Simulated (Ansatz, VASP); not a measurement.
# Te in VASP and in Ansatz

Contents of INCAR:

```
SYSTEM = Te
PREC     = Accurate       ! precision mode
ENCUT    = 520            ! plane-wave cutoff, eV
EDIFF    = 1E-8           ! SCF threshold, eV
ISMEAR   = -1             ! smearing method
SIGMA    = 0.08           ! smearing width, eV
LREAL    = .FALSE.        ! projectors in reciprocal space
LASPH    = .TRUE.         ! aspherical terms in the spheres
NELM     = 60             ! most SCF steps
ALGO     = Normal         ! electronic algorithm
ISIF     = 2              ! what is computed and relaxed
LWAVE    = .FALSE.        ! write WAVECAR
LCHARG   = .FALSE.        ! write CHGCAR
GGA      = PE             ! functional
LEFG     = .TRUE.       
NBANDS   = 16             ! bands
```

The input KPOINTS:

```
regular mesh
0
G
  9 9 6
  0 0 0
```

File POSCAR:

```
Te
1.0
    4.5454334104      0.0000000000      0.0000000000
   -2.2727167053      3.9364608047      0.0000000000
    0.0000000000      0.0000000000      6.0412059728
Te
3
Direct
    0.7450000000      0.0000000000      0.3333333333
    0.0000000000      0.7450000000      0.6666666667
    0.2550000000      0.2550000000      0.0000000000
```

Input for Ansatz:

```yaml
crystal:
  lattice:
    - [4.5454334104, 0.0, 0.0]
    - [-2.2727167053, 3.9364608047, 0.0]
    - [0.0, 0.0, 6.0412059728]
  atoms:
    - { symbol: Te, position: [0.745, 0.0, 0.3333333333] }
    - { symbol: Te, position: [0.0, 0.745, 0.6666666667] }
    - { symbol: Te, position: [0.255, 0.255, 0.0] }
kpoints:
  mp_grid: { grid: [9, 9, 6] }
scf:
  occupations: { method: fermi_dirac, width: 0.08 }
hamiltonian:
  xc: pbe
  pseudopotentials: { kind: all_electron, datasets: crystal }
output:
  forces: true
  stress: true
  eigenvalues: true
  efg: { contact_densities: true }
```

Change from the starting cell: volume scaled by 1.06, crystal datasets.

Alike in both runs: task electric field gradients; functional PBE; k mesh 9 × 9 × 6; occupations fermi-dirac, width 0.08 eV; no spin polarisation.

```csv
,VASP,Ansatz
version,VASP 6.6.1,Ansatz 0.2.0
potentials or method,"VASP PAW PBE potentials, release 64 (Te), cutoff 520 eV","all-electron PAW with datasets made for the crystal, scalar-relativistic"
```

VASP gave:

- pressure (GPa): 0.3
- traceless stress, the component that is largest in VASP (GPa): -0.24
- rms of the force components (eV/Å): 0.137
- size of Vzz on the site where it differs most (V/Å²): 583.0

Which values does Ansatz return?

Pressure (GPa): 0.3; traceless stress, the component that is largest in VASP (GPa): -0.27; rms of the force components (eV/Å): 0.129; size of Vzz on the site where it differs most (V/Å²): 607.9.

Atom by atom the forces differ by 0.009 eV/Å (rms over components). Ansatz ran all-electron here, and VASP with PAW potentials.

Neither program's run includes spin-orbit coupling.
